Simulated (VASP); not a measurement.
Here is a VASP 6.6.1 calculation.

The input INCAR:

```
PREC = Accurate ; ENCUT = 600
EDIFF = 1E-7 ; ISMEAR = 0
SIGMA = 0.02 ; LREAL = False
LASPH = True ; NELM = 120
ALGO = Normal ; ISIF = 4
LWAVE = False ; LCHARG = False
GGA = PE ; IBRION = 2
NSW = 50 ; EDIFFG = -0.01
GGA_COMPAT = False ; NELMIN = 4
```

The input KPOINTS:

```
regular mesh
0
Gamma
  6 6 8
```

POSCAR

```
MgF2
1.0
    4.4897795523      0.0000000000      0.0000000000
    0.0000000000      4.4897795523      0.0000000000
    0.0000000000      0.0000000000      2.9797092912
Mg F
2 4
Direct
    0.0000000000      0.0000000000      0.0000000000
    0.5000000000      0.5000000000      0.5000000000
    0.3020857451      0.3020857451      0.0000000000
    0.1979142549      0.8020857451      0.5000000000
    0.6979142549      0.6979142549      0.0000000000
    0.8020857451      0.1979142549      0.5000000000
```

Potentials or basis: VASP PAW PBE potentials, release 64 (Mg, F).

Launch:

```bash
$ cat potpaw_PBE.64/Mg/POTCAR potpaw_PBE.64/F/POTCAR > POTCAR
$ mpirun -np 1 vasp_std > vasp.out
```

**Question.** Estimate the band gap on the k mesh.

**Answer.** 7.68 eV.

Forces in eV/Å, atoms in the order of the input:
```
Mg   0.000  0.000  0.000
Mg   0.000  0.000  0.000
F   -0.002 -0.002  0.000
F    0.002 -0.002  0.000
F    0.002  0.002  0.000
F   -0.002  0.002  0.000
```

A k mesh can miss the band edges.
